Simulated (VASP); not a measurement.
# KI in VASP: settings compared

KI is run at these levels: PBE, r2SCAN; tasks: single point.

Program: VASP 6.6.1. These are calculated values, not measurements. Logs are shortened: lines on timing, memory, paths and dates and some standing lists are left out, and cuts for length are marked.

### Step 1. The cell of the first run

The typed cell holds 4 atoms: a = 5.093 Å, b = 5.093 Å, c = 8.931 Å, α = 90.00°, β = 90.00°, γ = 119.99°.

### Step 2. Single point, PBE (strain +4.0%)

Contents of INCAR:

```
SYSTEM = KI
ALGO = Normal ; EDIFF = 1E-6
ENCUT = 520 ; GGA = PE
ISIF = 2 ; ISMEAR = -1
LASPH = .True. ; LCHARG = .False.
LREAL = .False. ; LWAVE = .False.
NBANDS = 24 ; NELM = 60
PREC = Accurate ; SIGMA = 0.02
```

Contents of KPOINTS:

```
k-points
0
Gamma
  6 6 4
  0 0 0
```

Contents of POSCAR:

```
KI
1.0
    2.5468543751     -4.4108224298      0.0000000000
    2.5468543751      4.4108224298      0.0000000000
    0.0000000000      0.0000000000      8.9310148585
K I
2 2
Direct
    0.5000000000      0.5000000000      0.5000000000
    0.5000000000      0.5000000000      0.0000000000
    0.8333974866      0.1666025134      0.2500000000
    0.1666025134      0.8333974866      0.7500000000
```

Potentials or basis: VASP PAW PBE potentials, release 64 (K_sv, I).

On the command line:

```console
> cat potpaw_PBE.64/K_sv/POTCAR potpaw_PBE.64/I/POTCAR > POTCAR
> mpirun -np 1 vasp_std > vasp.out
```

OUTCAR:

```text
SYSTEM = KI
   EDIFF = 1E-6
   ENCUT = 520
   GGA = PE
   ISIF = 2
   ISMEAR = -1
   LASPH = .True.
   LREAL = .False.
   NELM = 60
   PREC = Accurate

 ion  position               nearest neighbor table
   1  0.500  0.500  0.500-
   2  0.500  0.500  0.000-
   3  0.833  0.167  0.250-
   4  0.167  0.833  0.750-

  LATTYP: Found a base centered orthorhombic cell.
 ALAT       =     5.0937087502
 B/A-ratio  =     1.7318706845
 C/A-ratio  =     1.7533422692

  Lattice vectors:

 A1 = (   2.5468543751,  -4.4108224298,   0.0000000000)
 A2 = (   2.5468543751,   4.4108224298,   0.0000000000)
 A3 = (   0.0000000000,   0.0000000000,   8.9310148585)

Analysis of symmetry for initial positions (statically):
=====================================================================
 Subroutine PRICEL returns:
 Original cell was already a primitive cell.

 Routine SETGRP: Setting up the symmetry group for a
 base centered orthorhombic supercell.

 Subroutine GETGRP returns: Found  8 space group operations
 (whereof  4 operations were pure point group operations)
 out of a pool of  8 trial point group operations.

The static configuration has the point symmetry C_2h.
 The point group associated with its full space group is D_2h.

Analysis of symmetry for dynamics (positions and initial velocities):
=====================================================================
 Subroutine PRICEL returns:
 Original cell was already a primitive cell.

 Routine SETGRP: Setting up the symmetry group for a
 base centered orthorhombic supercell.

 Subroutine GETGRP returns: Found  8 space group operations
 (whereof  4 operations were pure point group operations)
 out of a pool of  8 trial point group operations.

The dynamic configuration has the point symmetry C_2h.
 The point group associated with its full space group is D_2h.

 Subroutine INISYM returns: Found  8 space group operations
 (whereof  4 operations are pure point group operations),
 and found     1 'primitive' translations

----------------------------------------------------------------------------------------

                                     Primitive cell

  volume of cell :     200.6571

  direct lattice vectors                    reciprocal lattice vectors
     2.546854375 -4.410822430  0.000000000     0.196320608 -0.113357545  0.000000000
[... 89 lines left out ...]
   NELM   =     60;   NELMIN=  2; NELMDL= -5     # of ELM steps
   EDIFF  = 0.1E-05   stopping-criterion for ELM
   LREAL  =      F    real-space projection
   EDIFFG = 0.1E-04   stopping-criterion for IOM
   NSW    =      0    number of steps for IOM
   IBRION =     -1    ionic relax: 0-MD 1-quasi-New 2-CG
   NFREE  =      0    steps in history (QN), initial steepest desc. (CG)
   ISIF   =      2    stress and relaxation
   ISYM   =      2    0-nonsym 1-usesym 2-fastsym
   POTIM  = 0.5000    time-step for ionic-motion
   TEBEG  =    0.0;   TEEND  =   0.0 temperature during run
   PSTRESS=    0.0 pullay stress
   NELECT =      32.0000    total number of electrons
   NUPDOWN=      -1.0000    fix difference up-down
   EMIN   =  10.00;   EMAX   =-10.00  energy-range for DOS
   EFERMI =   0.00;   METHOD = LEGACY
   ISMEAR =    -1;   SIGMA  =   0.02  broadening in eV -4-tet -1-fermi 0-gaus
   EFERMI_NEDOS =   21; number of points for ismear=-14 and -15
   IALGO  =     38    algorithm
   IMIX   =      4    mixing-type and parameters
     AMIX     =   0.40;   BMIX     =  1.00
     AMIX_MAG =   1.60;   BMIX_MAG =  1.00
  volume/ion in A,a.u.               =      50.16       338.53
  Fermi-wavevector in a.u.,A,eV,Ry     =   0.887783  1.677666 10.723541  0.788158
  Thomas-Fermi vector in A             =   2.009126
   LORBIT       =      0    0 simple, 1 ext, 2 COOP (PROOUT), +10 PAW based schemes
   GGA     = PE    functional components
   LHFCALC =     F    Hartree Fock is set to
   AEXX    =    0.0000 exact exchange contribution
   IVDW    =     0    specifies the selected vdW correction
   LEPSILON=     F    determine dielectric tensor
   LRPA    =     F    only Hartree local field effects (RPA)
 non-spin polarized calculation
  energy-cutoff  :      520.00
  volume of cell :      200.66
 maximum number of plane-waves:      5433
 NGX is ok and might be reduce to    40
   NGX = 19   NGY = 19   NGZ = 33

 number of electron      32.0000002 magnetization

 Free energy of the ion-electron system (eV)
  ---------------------------------------------------
  ext. energy  EPLUGINS =         0.00000000
  ---------------------------------------------------
  free energy    TOTEN  =       -11.02285092 eV

  energy without entropy =      -11.02285092  energy(sigma->0) =      -11.02285092

 E-fermi :  -0.5424     XC(G=0):  -6.6828

 val. band max:       -0.9582499035   @ k =   0.0000   0.0000   0.0000
 cond. band min:       2.6511809988   @ k =   0.0000   0.0000   0.0000
 fundamental gap:      3.6094309023
 Fermi energy:        -0.5423763809

 k-point     1 :       0.0000    0.0000    0.0000
  band No.  band energies     occupation
      1     -29.8324      2.00000
      2     -29.8297      2.00000
      3     -13.3943      2.00000
      4     -13.3070      2.00000
      5     -13.3069      2.00000
      6     -13.2994      2.00000
[... 637 lines left out ...]
     23       6.5099      0.00000
     24       6.9377      0.00000

 [... further k-points ...]

------------------------ aborting loop because EDIFF is reached ----------------------------------------

  FORCE on cell =-STRESS in cart. coord.  units (eV):
  Direction    XX          YY          ZZ          XY          YZ          ZX
  --------------------------------------------------------------------------------------
  -------------------------------------------------------------------------------------
  Total       -0.7893110     -0.7891103     -0.9499994      0.0000000      0.0000000      0.0000000
  in kB       -6.3023748     -6.3007726     -7.5854159      0.0000000      0.0000000      0.0000000
  external PRESSURE =      -6.7295211 kB  Pullay stress =       0.0000000 kB

 VOLUME and BASIS-vectors are now :
 -----------------------------------------------------------------------------
  energy-cutoff  :      520.00
  volume of cell :      200.66
      direct lattice vectors                 reciprocal lattice vectors
     2.546854375 -4.410822430  0.000000000     0.196320608 -0.113357545  0.000000000
     2.546854375  4.410822430  0.000000000     0.196320608  0.113357545  0.000000000
     0.000000000  0.000000000  8.931014858     0.000000000  0.000000000  0.111969358

 POSITION                                       TOTAL-FORCE (eV/Angst)
 -----------------------------------------------------------------------------------
      2.54685      0.00000      4.46551        -0.000000      0.000000      0.000000
      2.54685      0.00000      0.00000         0.000000      0.000000      0.000000
      2.54685     -2.94111      2.23275         0.000000      0.000307      0.000000
      2.54685      2.94111      6.69826         0.000000     -0.000307      0.000000
 -----------------------------------------------------------------------------------
    total drift:                               -0.000000      0.000000     -0.000000

  FREE ENERGIE OF THE ION-ELECTRON SYSTEM (eV)
  ---------------------------------------------------
  free  energy   TOTEN  =       -11.0228509188 eV

  energy  without entropy=      -11.0228509188  energy(sigma->0) =      -11.02285092
```

OSZICAR:

```text
N       E                     dE             d eps       ncg     rms          rms(c)
DAV:   1     0.211522893287E+03    0.21152E+03   -0.13072E+04  1872   0.109E+03
DAV:   2     0.799549645758E+01   -0.20353E+03   -0.19316E+03  2232   0.272E+02
DAV:   3    -0.106280159106E+02   -0.18624E+02   -0.18555E+02  3104   0.691E+01
DAV:   4    -0.112214638047E+02   -0.59345E+00   -0.59226E+00  2720   0.131E+01
DAV:   5    -0.112485686371E+02   -0.27105E-01   -0.27104E-01  2760   0.180E+00    0.350E+00
DAV:   6    -0.110280308069E+02    0.22054E+00   -0.29310E-01  2280   0.226E+00    0.252E+00
DAV:   7    -0.110083127929E+02    0.19718E-01   -0.34491E-01  2320   0.219E+00    0.113E+00
DAV:   8    -0.110220442929E+02   -0.13732E-01   -0.48049E-02  2616   0.100E+00    0.218E-01
DAV:   9    -0.110217825681E+02    0.26172E-03   -0.19677E-03  2448   0.171E-01    0.907E-02
DAV:  10    -0.110227741423E+02   -0.99157E-03   -0.11924E-03  2208   0.162E-01    0.475E-02
DAV:  11    -0.110228384703E+02   -0.64328E-04   -0.74259E-05  2984   0.385E-02    0.146E-02
DAV:  12    -0.110228461653E+02   -0.76949E-05   -0.14470E-05  2272   0.221E-02    0.139E-02
DAV:  13    -0.110228504824E+02   -0.43172E-05   -0.40601E-06  2112   0.106E-02    0.583E-03
DAV:  14    -0.110228509188E+02   -0.43640E-06   -0.18409E-06  1904   0.672E-03
   1 F= -.11022851E+02 E0= -.11022851E+02  d E =-.188742E-10
```

Run time: 100 s. Hardware: 1 thread of Intel Xeon 6975P-C (Granite Rapids), shared host; peak memory 0.41 GiB.

What came out:

```yaml
Free_energy: -11.0229 eV
Pressure: -0.7 GPa
Band_gap_on_the_k_mesh: 3.61 eV
```

Stress tensor (GPa, compression positive):
```
-0.63  0.00  0.00
 0.00 -0.63  0.00
 0.00  0.00 -0.76
```

Levels at points of the mesh, in eV from the valence-band top:
```
           k point  band 14  band 15  band 16  band 17  band 18  band 19
(0.00, 0.00, 0.00)    -0.17     0.00     0.00     3.61     5.38     5.76
(0.50, 0.00, 0.00)    -0.47    -0.28    -0.27     5.16     5.61     5.64
(0.50, 0.50, 0.00)    -0.47    -0.28    -0.27     5.16     5.61     5.64
(0.00, 0.00, 0.50)    -0.10    -0.10    -0.10     4.62     4.62     6.22
(0.50, 0.00, 0.50)    -0.42    -0.28    -0.28     5.41     5.41     5.72
(0.50, 0.50, 0.50)    -0.42    -0.28    -0.28     5.41     5.41     5.72
```

Caveat: the cell differs from its parent crystal (strain +4.0%); spin-orbit coupling is left out, which moves the levels of the heavy elements.

### Step 3. Single point, r2SCAN (strain +4.0%)

POSCAR is that of step 2.

Contents of INCAR.step1:

```
ALGO = Normal
EDIFF = 1E-4
ENCUT = 520
GGA = PE
ISMEAR = 0
LASPH = True
LCHARG = False
LREAL = False
LWAVE = True
NBANDS = 24
NELM = 100
PREC = Accurate
SIGMA = 0.01
```

Contents of INCAR.step2:

```
ALGO = Normal
EDIFF = 1E-6
ENCUT = 520
ISIF = 2
ISMEAR = 0
ISTART = 1
LASPH = True
LCHARG = True
LELF = True
LMIXTAU = True
LREAL = False
LVHAR = True
LWAVE = False
METAGGA = R2SCAN
NBANDS = 24
NELM = 100
PREC = Accurate
SIGMA = 0.01
```

Contents of KPOINTS:

```
k-points
0
Gamma
  6 6 4
```

Potentials or basis: VASP PAW PBE potentials, release 64 (K_sv, I).

On the command line:

```console
> cat potpaw_PBE.64/K_sv/POTCAR potpaw_PBE.64/I/POTCAR > POTCAR
> cp INCAR.step1 INCAR
> mpirun -np 1 vasp_std > vasp.out
> cp INCAR.step2 INCAR
> mpirun -np 1 vasp_std > vasp.out
```

Run time: 5.7 min. Hardware: 1 thread of Intel Xeon 6975P-C (Granite Rapids), shared host; peak memory 0.46 GiB.

Results (log left out):

```yaml
Free_energy: -67.8073 eV
Pressure: -1.1 GPa
Band_gap_on_the_k_mesh: 4.23 eV
```

Stress tensor (GPa, compression positive):
```
-1.03  0.00  0.00
 0.00 -1.03  0.00
 0.00  0.00 -1.17
```

Levels at points of the mesh, in eV from the valence-band top:
| k point | band 13 | band 14 | band 15 | band 16 | band 17 | band 18 | band 19 | band 20 |
| --- | --- | --- | --- | --- | --- | --- | --- | --- |
| (0.00, 0.00, 0.00) | -0.20 | -0.18 | 0.00 | 0.00 | 4.23 | 5.91 | 6.29 | 7.30 |
| (0.50, 0.00, 0.00) | -0.58 | -0.48 | -0.29 | -0.27 | 5.67 | 6.13 | 6.25 | 7.24 |
| (0.50, 0.50, 0.00) | -0.57 | -0.48 | -0.29 | -0.27 | 5.67 | 6.13 | 6.25 | 7.24 |
| (0.00, 0.00, 0.50) | -0.10 | -0.10 | -0.10 | -0.10 | 5.24 | 5.24 | 6.76 | 6.76 |
| (0.50, 0.00, 0.50) | -0.43 | -0.43 | -0.28 | -0.28 | 6.00 | 6.00 | 6.22 | 6.22 |
| (0.50, 0.50, 0.50) | -0.43 | -0.43 | -0.28 | -0.28 | 6.00 | 6.00 | 6.22 | 6.22 |

Caveat: the cell differs from its parent crystal (strain +4.0%); the PAW data sets were made with another functional, which shifts forces and pressure a little; spin-orbit coupling is left out, which moves the levels of the heavy elements. A k mesh can miss the band edges.
